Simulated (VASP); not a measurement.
As, 2 atoms in the cell. The cell holds a slab with vacuum, 2 atoms: a = 3.350 Å, b = 3.350 Å, c = 28.000 Å, α = 90.00°, β = 90.00°, γ = 120.00°. 

* Program: VASP 6.6.1
* Task: single point
* Functional: LDA
* Potentials or basis: VASP PAW LDA potentials, release 64 (As)
* Cutoff: 520 eV
* k mesh: 9 × 9 × 1
* Occupations: gaussian, width 0.02 eV
* Spin: no spin polarisation
* Dipole correction: yes
* Further INCAR settings: ALGO = Normal; EDIFF = 1e-07; NBANDS = 12

Potentials or basis: VASP PAW LDA potentials, release 64 (As).

Run with:

```bash
$ cat potpaw_LDA.64/As/POTCAR > POTCAR
$ mpirun -np 1 vasp_std > vasp.out
```

Hardware: 1 thread of Intel(R) Xeon(R) 6975P-C (Granite Rapids), on a shared host.

Question: Estimate the wall time of this run.

Answer: Wall time 78 s on 1 thread of Intel(R) Xeon(R) 6975P-C (Granite Rapids) (shared host), peak memory 0.3 GiB. Counts: scf iterations 22, k points 12.
